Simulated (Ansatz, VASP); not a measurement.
Two plane-wave programs on FeO

INCAR

```
ALGO = Normal
EDIFF = 1E-6
ENCUT = 520
ISIF = 2
ISMEAR = 0
ISPIN = 2
LASPH = True
LCHARG = False
LDAU = True
LDAUJ = 0.9 0
LDAUL = 2 -1
LDAUPRINT = 1
LDAUTYPE = 1
LDAUU = 5 0
LMAXMIX = 4
LORBIT = 11
LREAL = False
LWAVE = False
MAGMOM = 0 0
NBANDS = 18
NELM = 150
PREC = Accurate
SIGMA = 0.05
```

The input KPOINTS:

```
k-points
0
Gamma
  8 8 8
```

POSCAR

```
FeO
1.0
    0.0000000000      2.1554001600      2.1554001600
    2.1554001600      0.0000000000      2.1554001600
    2.1554001600      2.1554001600      0.0000000000
Fe O
1 1
Direct
    0.0000000000      0.0000000000      0.0000000000
    0.5000000000      0.5000000000      0.5000000000
```

Input for Ansatz:

```yaml
crystal:
  lattice:
    - [0.0, 2.15540016, 2.15540016]
    - [2.15540016, 0.0, 2.15540016]
    - [2.15540016, 2.15540016, 0.0]
  atoms:
    - { symbol: Fe, position: [0.0, 0.0, 0.0], spin: 0.3 }
    - { symbol: O, position: [0.5, 0.5, 0.5] }
basis:
  ecutwfc: 420
  ecutrho_ratio: 4
kpoints:
  mp_grid: { grid: [8, 8, 8] }
hamiltonian:
  xc: lda
  hubbard:
    sites:
      - { site: 0, l: d, u: 5.0, j: 0.9, starting_ns: [{ spin: up, occupation_matrix: s0up }, { spin: down, occupation_matrix: s0down }] }
    occupation_matrices:
      s0up:
        matrix:
          - [0.97, 0.0, 0.0, 0.0, 0.0]
          - [0.0, 0.02, 0.0, 0.0, 0.0]
          - [0.0, 0.0, 0.97, 0.0, 0.0]
          - [0.0, 0.0, 0.0, 0.02, 0.0]
          - [0.0, 0.0, 0.0, 0.0, 0.97]
      s0down:
        matrix:
          - [0.97, 0.0, 0.0, 0.0, 0.0]
          - [0.0, 0.97, 0.0, 0.0, 0.0]
          - [0.0, 0.0, 0.02, 0.0, 0.0]
          - [0.0, 0.0, 0.0, 0.02, 0.0]
          - [0.0, 0.0, 0.0, 0.0, 0.97]
    ns_hold: { iters: 12 }
scf:
  occupations: { method: gaussian, width: 0.05 }
  lower_state_search: "off"
  max_iter: 150
output:
  forces: true
  stress: true
  eigenvalues: true
  populations: true
  hubbard: { sites: [{ site: 0, l: d }] }
magnetization:
  spin_polarized: true
```

Alike in both runs: task single point; functional LDA; k mesh 8 × 8 × 8; occupations gaussian, width 0.05 eV; collinear spin; Hubbard terms Fe d U = 5.0 eV, J = 0.9 eV.

```csv
,VASP,Ansatz
version,VASP 6.6.1,Ansatz 0.2.0
potentials or method,"VASP PAW LDA potentials, release 64 (Fe, O), cutoff 520 eV","scalar-relativistic, plane waves, PAW"
valence electrons in the cell,14,22
```

```tsv
	VASP	Ansatz	Ansatz less VASP
net moment per atom (μB)	0.00	0.00	0.000
```

LDA's correlation is that of Perdew and Zunger in VASP and of Perdew and Wang (1992) in Ansatz. The programs project onto different local orbitals, so the same U acts differently, and such runs can settle in different states. VASP's potentials hold 14 valence electrons a cell and Ansatz's 22, so a difference there can come from the potentials and not from the codes. Ansatz's warnings: filled band counts differ across k points, seeded moment not kept, specified occupation not kept, symmetry narrowed by occupation matrices.
